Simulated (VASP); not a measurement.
# SiNi (Pnma) in VASP: single point with LDA

Aim: the single point of SiNi with LDA.

Program: VASP 6.6.1. These are calculated values, not measurements. Logs are shortened: lines on timing, memory, paths and dates and some standing lists are left out, and cuts for length are marked.

## Step 1: The cell of the first run

It takes space group Pnma (No. 62, orthorhombic). The conventional cell has a = 5.048 Å, b = 3.331 Å, c = 5.482 Å, α = 90.00°, β = 90.00°, γ = 90.00°. Within 3.1 Å of Si (site symmetry m) lie 6 Ni at 2.24 to 2.36 Å and 4 Si at 2.64 to 3.09 Å. Ni (site symmetry m) has 6 Si at 2.24 to 2.36 Å and 4 Ni at 2.61 to 2.65 Å within 3.0 Å.

## Step 2: Single point, LDA

The input, INCAR:

```
ALGO = Normal ; EDIFF = 1E-6
ENCUT = 520 ; ISIF = 2
ISMEAR = 0 ; LASPH = T
LCHARG = F ; LREAL = F
LWAVE = F ; NBANDS = 38
NELM = 80 ; PREC = Accurate
SIGMA = 0.05
```

The input, KPOINTS:

```
k-points
0
Gamma
  8 10 6
```

The input, POSCAR:

```
SiNi
1.0
    5.0477062617      0.0000000000      0.0000000000
    0.0000000000      3.3306061046      0.0000000000
    0.0000000000      0.0000000000      5.4816949186
Si Ni
4 4
Direct
    0.3203146679      0.7500000000      0.0867173726
    0.1796853321      0.2500000000      0.5867173726
    0.8203146679      0.7500000000      0.4132826274
    0.6796853321      0.2500000000      0.9132826274
    0.0091103751      0.2500000000      0.1877177283
    0.4908896249      0.7500000000      0.6877177283
    0.5091103751      0.2500000000      0.3122822717
    0.9908896249      0.7500000000      0.8122822717
```

Potentials or basis: VASP PAW LDA potentials, release 64 (Si, Ni).

Run with:

```sh
$ cat potpaw_LDA.64/Si/POTCAR potpaw_LDA.64/Ni/POTCAR > POTCAR
$ mpirun -np 1 vasp_std > vasp.out
```

OUTCAR:

```text
EDIFF = 1E-6
   ENCUT = 520
   ISIF = 2
   ISMEAR = 0
   LASPH = T
   LREAL = F
   NELM = 80
   PREC = Accurate

 ion  position               nearest neighbor table
   1  0.320  0.750  0.087-   8 2.24   7 2.28   7 2.28   6 2.35   5 2.36   5 2.36   4 2.64   4 2.64
                             3 3.09   3 3.09
   2  0.180  0.250  0.587-   7 2.24   8 2.28   8 2.28   5 2.35   6 2.36   6 2.36   3 2.64   3 2.64
                             4 3.09   4 3.09
   3  0.820  0.750  0.413-   6 2.24   5 2.28   5 2.28   8 2.35   7 2.36   7 2.36   2 2.64   2 2.64
                             1 3.09   1 3.09
   4  0.680  0.250  0.913-   5 2.24   6 2.28   6 2.28   7 2.35   8 2.36   8 2.36   1 2.64   1 2.64
                             2 3.09   2 3.09
   5  0.009  0.250  0.188-   4 2.24   3 2.28   3 2.28   2 2.35   1 2.36   1 2.36   7 2.61   7 2.61
                             8 2.65   8 2.65
   6  0.491  0.750  0.688-   3 2.24   4 2.28   4 2.28   1 2.35   2 2.36   2 2.36   8 2.61   8 2.61
                             7 2.65   7 2.65
   7  0.509  0.250  0.312-   2 2.24   1 2.28   1 2.28   4 2.35   3 2.36   3 2.36   5 2.61   5 2.61
                             6 2.65   6 2.65
   8  0.991  0.750  0.812-   1 2.24   2 2.28   2 2.28   3 2.35   4 2.36   4 2.36   6 2.61   6 2.61
                             5 2.65   5 2.65

  LATTYP: Found a simple orthorhombic cell.
 ALAT       =     3.3306061046
 B/A-ratio  =     1.5155518555
 C/A-ratio  =     1.6458550625

  Lattice vectors:

 A1 = (   0.0000000000,  -3.3306061046,   0.0000000000)
 A2 = (   5.0477062617,   0.0000000000,   0.0000000000)
 A3 = (   0.0000000000,   0.0000000000,   5.4816949186)

Analysis of symmetry for initial positions (statically):
=====================================================================
 Subroutine PRICEL returns:
 Original cell was already a primitive cell.

 Routine SETGRP: Setting up the symmetry group for a
 simple orthorhombic supercell.

 Subroutine GETGRP returns: Found  8 space group operations
 (whereof  2 operations were pure point group operations)
 out of a pool of  8 trial point group operations.

The static configuration has the point symmetry S_2 .
 The point group associated with its full space group is D_2h.

Analysis of symmetry for dynamics (positions and initial velocities):
=====================================================================
 Subroutine PRICEL returns:
 Original cell was already a primitive cell.

 Routine SETGRP: Setting up the symmetry group for a
 simple orthorhombic supercell.

 Subroutine GETGRP returns: Found  8 space group operations
 (whereof  2 operations were pure point group operations)
 out of a pool of  8 trial point group operations.

The dynamic configuration has the point symmetry S_2 .
 The point group associated with its full space group is D_2h.

 Subroutine INISYM returns: Found  8 space group operations
 (whereof  2 operations are pure point group operations),
 and found     1 'primitive' translations

----------------------------------------------------------------------------------------

                                     Primitive cell

  volume of cell :      92.1578

  direct lattice vectors                    reciprocal lattice vectors
     5.047706262  0.000000000  0.000000000     0.198109785  0.000000000  0.000000000
     0.000000000  3.330606105  0.000000000     0.000000000  0.300245652  0.000000000
     0.000000000  0.000000000  5.481694919     0.000000000  0.000000000  0.182425329

  length of vectors
     5.047706262  3.330606105  5.481694919     0.198109785  0.300245652  0.182425329

  position of ions in fractional coordinates (direct lattice)
     0.320314668  0.750000000  0.086717373
     0.179685332  0.250000000  0.586717373
     0.820314668  0.750000000  0.413282627
     0.679685332  0.250000000  0.913282627
     0.009110375  0.250000000  0.187717728
     0.490889625  0.750000000  0.687717728
     0.509110375  0.250000000  0.312282272
     0.990889625  0.750000000  0.812282272

  ion indices of the primitive-cell ions
   primitive index   ion index
                 1           1
                 2           2
                 3           3
                 4           4
                 5           5
                 6           6
                 7           7
                 8           8

----------------------------------------------------------------------------------------

 KPOINTS: k-points

Automatic generation of k-mesh.
 Grid dimensions read from file:
 generate k-points for:    8   10    6

 Generating k-lattice:

  Cartesian coordinates                     Fractional coordinates (reciprocal lattice)
     0.024763723  0.000000000  0.000000000     0.125000000  0.000000000  0.000000000
     0.000000000  0.030024565  0.000000000     0.000000000  0.100000000  0.000000000
     0.000000000  0.000000000  0.030404222     0.000000000  0.000000000  0.166666667

  Length of vectors
     0.024763723  0.030024565  0.030404222

  Shift w.r.t. Gamma in fractional coordinates (k-lattice)
     0.000000000  0.000000000  0.000000000

 Subroutine IBZKPT returns following result:
 ===========================================

 Found    120 irreducible k-points:

 Following reciprocal coordinates:
            Coordinates               Weight
  0.000000  0.000000  0.000000      1.000000
  0.125000  0.000000  0.000000      2.000000
  0.250000  0.000000  0.000000      2.000000
  0.375000  0.000000  0.000000      2.000000
  0.500000  0.000000  0.000000      1.000000
  0.000000  0.100000  0.000000      2.000000
[... 16 lines left out ...]
  0.250000  0.400000  0.000000      4.000000
  0.375000  0.400000  0.000000      4.000000
 [... further k-points ...]
   k-points           NKPTS =    120   k-points in BZ     NKDIM =    120   number of bands    NBANDS=     38
   number of dos      NEDOS =    301   number of ions     NIONS =      8
   total plane-waves  NPLWV =  47040
   dimension x,y,z NGX =    40 NGY =   28 NGZ =   42
   dimension x,y,z NGXF=    80 NGYF=   56 NGZF=   84
   ions per type =               4   4
   NGX,Y,Z   is equivalent  to a cutoff of  13.17, 13.98, 12.74 a.u.
   NGXF,Y,Z  is equivalent  to a cutoff of  26.35, 27.95, 25.48 a.u.
 SYSTEM =  unknown system
   PREC   = accura    normal or accurate (medium, high low for compatibility)
   ISTART =      0    job   : 0-new  1-cont  2-samecut
   ICHARG =      2    charge: 1-file 2-atom 10-const
   ISPIN  =      1    spin polarized calculation?
   LNONCOLLINEAR =      F non collinear calculations
   LSORBIT =      F    spin-orbit coupling
   LASPH  =      T    aspherical Exc in radial PAW
   ENCUT  =  520.0 eV  38.22 Ry    6.18 a.u.   9.39  6.19 10.19*2*pi/ulx,y,z
   NELM   =     80;   NELMIN=  2; NELMDL= -5     # of ELM steps
   EDIFF  = 0.1E-05   stopping-criterion for ELM
   LREAL  =      F    real-space projection
   EDIFFG = 0.1E-04   stopping-criterion for IOM
   NSW    =      0    number of steps for IOM
   IBRION =     -1    ionic relax: 0-MD 1-quasi-New 2-CG
   NFREE  =      0    steps in history (QN), initial steepest desc. (CG)
   ISIF   =      2    stress and relaxation
   ISYM   =      2    0-nonsym 1-usesym 2-fastsym
   POTIM  = 0.5000    time-step for ionic-motion
   TEBEG  =    0.0;   TEEND  =   0.0 temperature during run
   PSTRESS=    0.0 pullay stress
   NELECT =      56.0000    total number of electrons
   NUPDOWN=      -1.0000    fix difference up-down
   EMIN   =  10.00;   EMAX   =-10.00  energy-range for DOS
   EFERMI =   0.00;   METHOD = LEGACY
   ISMEAR =     0;   SIGMA  =   0.05  broadening in eV -4-tet -1-fermi 0-gaus
   EFERMI_NEDOS =   21; number of points for ismear=-14 and -15
   IALGO  =     38    algorithm
   IMIX   =      4    mixing-type and parameters
     AMIX     =   0.40;   BMIX     =  1.00
     AMIX_MAG =   1.60;   BMIX_MAG =  1.00
  volume/ion in A,a.u.               =      11.52        77.74
  Fermi-wavevector in a.u.,A,eV,Ry     =   1.386628  2.620348 26.160445  1.922738
  Thomas-Fermi vector in A             =   2.510926
   LORBIT       =      0    0 simple, 1 ext, 2 COOP (PROOUT), +10 PAW based schemes
   GGA     = CA    functional components
   LHFCALC =     F    Hartree Fock is set to
   AEXX    =    0.0000 exact exchange contribution
   IVDW    =     0    specifies the selected vdW correction
   LEPSILON=     F    determine dielectric tensor
   LRPA    =     F    only Hartree local field effects (RPA)
 non-spin polarized calculation
 Gauss-broadening in eV      SIGMA  =   0.05
  energy-cutoff  :      520.00
  volume of cell :       92.16
 maximum number of plane-waves:      2506
 NGX is ok and might be reduce to    40
   NGX = 19   NGY = 13   NGZ = 21

 number of electron      56.0000006 magnetization

 Free energy of the ion-electron system (eV)
  ---------------------------------------------------
  ext. energy  EPLUGINS =         0.00000000
  ---------------------------------------------------
  free energy    TOTEN  =       -55.07367980 eV

  energy without entropy =      -55.07190791  energy(sigma->0) =      -55.07279385

 E-fermi :  11.0084     XC(G=0): -12.6568

 val. band max:       10.9949762391   @ k =   0.1250   0.2000   0.3333
 cond. band min:      11.0092683420   @ k =   0.0000   0.5000   0.3333
 fundamental gap:      0.0142921029
 Fermi energy:        11.0084405871

 k-point     1 :       0.0000    0.0000    0.0000
  band No.  band energies     occupation
      1      -2.3228      2.00000
      2       1.2721      2.00000
      3       2.3967      2.00000
      4       3.1126      2.00000
      5       4.2495      2.00000
      6       4.7593      2.00000
[... 30 lines left out ...]
     37      17.3930      0.00000
     38      17.7599      0.00000

 k-point     2 :       0.1250    0.0000    0.0000
  band No.  band energies     occupation
      1      -2.2343      2.00000
      2       1.0800      2.00000
      3       2.4610      2.00000
      4       2.7680      2.00000
      5       4.6439      2.00000
      6       4.8497      2.00000
[... 30 lines left out ...]
     37      17.4435      0.00000
     38      17.5696      0.00000

 k-point     3 :       0.2500    0.0000    0.0000
  band No.  band energies     occupation
      1      -1.9710      2.00000
      2       0.4971      2.00000
      3       2.5766      2.00000
      4       2.6326      2.00000
      5       4.3763      2.00000
      6       5.3291      2.00000
[... 30 lines left out ...]
     37      16.6373      0.00000
     38      17.5042      0.00000

 k-point     4 :       0.3750    0.0000    0.0000
  band No.  band energies     occupation
      1      -1.5399      2.00000
      2      -0.2506      2.00000
      3       2.6654      2.00000
      4       2.8162      2.00000
      5       4.1650      2.00000
      6       4.7562      2.00000
[... 30 lines left out ...]
     37      16.6281      0.00000
     38      17.4072      0.00000
[... 703 lines left out ...]
      4       3.4827      2.00000
      5       4.7972      2.00000
      6       5.0853      2.00000
[... 30 lines left out ...]
     37      15.5029      0.00000
     38      16.5420      0.00000

 k-point    23 :       0.2500    0.4000    0.0000
  band No.  band energies     occupation
      1       0.0511      2.00000
      2       2.1364      2.00000
      3       2.2294      2.00000
      4       3.3100      2.00000
      5       4.9389      2.00000
      6       4.9959      2.00000
[... 30 lines left out ...]
     37      16.5387      0.00000
     38      17.8627      0.00000

 k-point    24 :       0.3750    0.4000    0.0000
  band No.  band energies     occupation
      1       0.4338      2.00000
      2       1.5349      2.00000
      3       2.4868      2.00000
      4       3.0839      2.00000
      5       4.8796      2.00000
      6       5.1224      2.00000
[... 30 lines left out ...]
     37      17.2024      0.00000
     38      17.8650      0.00000

 [... further k-points ...]

------------------------ aborting loop because EDIFF is reached ----------------------------------------

  FORCE on cell =-STRESS in cart. coord.  units (eV):
  Direction    XX          YY          ZZ          XY          YZ          ZX
  --------------------------------------------------------------------------------------
  -------------------------------------------------------------------------------------
  Total        0.1851029      0.1503334      0.1910260     -0.0000000      0.0000000      0.0000000
  in kB        3.2180418      2.6135680      3.3210152     -0.0000000      0.0000000      0.0000000
  external PRESSURE =       3.0508750 kB  Pullay stress =       0.0000000 kB

 VOLUME and BASIS-vectors are now :
 -----------------------------------------------------------------------------
  energy-cutoff  :      520.00
  volume of cell :       92.16
      direct lattice vectors                 reciprocal lattice vectors
     5.047706262  0.000000000  0.000000000     0.198109785  0.000000000  0.000000000
     0.000000000  3.330606105  0.000000000     0.000000000  0.300245652  0.000000000
     0.000000000  0.000000000  5.481694919     0.000000000  0.000000000  0.182425329

 POSITION                                       TOTAL-FORCE (eV/Angst)
 -----------------------------------------------------------------------------------
      1.61685      2.49795      0.47536         0.003700      0.000000      0.002446
      0.90700      0.83265      3.21621        -0.003700      0.000000      0.002446
      4.14071      2.49795      2.26549         0.003700      0.000000     -0.002446
      3.43085      0.83265      5.00634        -0.003700      0.000000     -0.002446
      0.04599      0.83265      1.02901         0.016399      0.000000     -0.000260
      2.47787      2.49795      3.76986        -0.016399      0.000000     -0.000260
      2.56984      0.83265      1.71184         0.016399     -0.000000      0.000260
      5.00172      2.49795      4.45268        -0.016399     -0.000000      0.000260
 -----------------------------------------------------------------------------------
    total drift:                               -0.000000      0.000000     -0.000000

  FREE ENERGIE OF THE ION-ELECTRON SYSTEM (eV)
  ---------------------------------------------------
  free  energy   TOTEN  =       -55.0736797980 eV

  energy  without entropy=      -55.0719079102  energy(sigma->0) =      -55.07279385
```

Wall time 6.5 min (1 thread of Intel Xeon Platinum 8488C (Sapphire Rapids), shared host); peak memory 0.4 GiB.

Results:

| Property | Result |
| --- | --- |
| Free energy | -55.0737 eV |
| Pressure | 0.3 GPa |
| Largest force | 0.016 eV/Å |
| Band gap on the k mesh | zero (bands 28 and 29 overlap by 1.95 eV) |

Forces in eV/Å, atoms in the order of the input:
```
Si   0.004  0.000  0.002
Si  -0.004  0.000  0.002
Si   0.004  0.000 -0.002
Si  -0.004  0.000 -0.002
Ni   0.016  0.000  0.000
Ni  -0.016  0.000  0.000
Ni   0.016  0.000  0.000
Ni  -0.016  0.000  0.000
```

Levels at points of the mesh, in eV from the Fermi level:
| k point | band 24 | band 25 | band 26 | band 27 | band 28 | band 29 | band 30 | band 31 | band 32 | band 33 |
| --- | --- | --- | --- | --- | --- | --- | --- | --- | --- | --- |
| (0.00, 0.00, 0.00) | -2.10 | -1.84 | -1.28 | -1.17 | -0.95 | 0.72 | 1.49 | 3.47 | 3.91 | 4.15 |
| (0.50, 0.00, 0.00) | -2.14 | -1.94 | -1.94 | 1.06 | 1.06 | 1.17 | 1.17 | 3.86 | 3.86 | 4.82 |
| (0.00, 0.50, 0.00) | -2.28 | -2.03 | -2.03 | -1.48 | -1.48 | -0.59 | -0.59 | 2.15 | 2.15 | 2.72 |
| (0.50, 0.50, 0.00) | -2.22 | -1.79 | -1.79 | -1.79 | -1.79 | 0.55 | 0.55 | 0.55 | 0.55 | 4.48 |
| (0.00, 0.00, 0.50) | -2.20 | -1.43 | -1.43 | -0.17 | -0.17 | 0.91 | 0.91 | 3.50 | 3.50 | 4.57 |
| (0.50, 0.00, 0.50) | -2.19 | -0.96 | -0.96 | 0.89 | 0.89 | 2.43 | 2.43 | 2.73 | 2.73 | 3.07 |
| (0.00, 0.50, 0.50) | -2.15 | -2.12 | -2.12 | -1.78 | -1.78 | 0.23 | 0.23 | 1.48 | 1.48 | 2.47 |
| (0.50, 0.50, 0.50) | -2.33 | -2.01 | -2.01 | -2.01 | -2.01 | 2.74 | 2.74 | 2.74 | 2.74 | 3.74 |

Spin polarisation is off, so any magnetic state and its effect on volume and gap are missing.
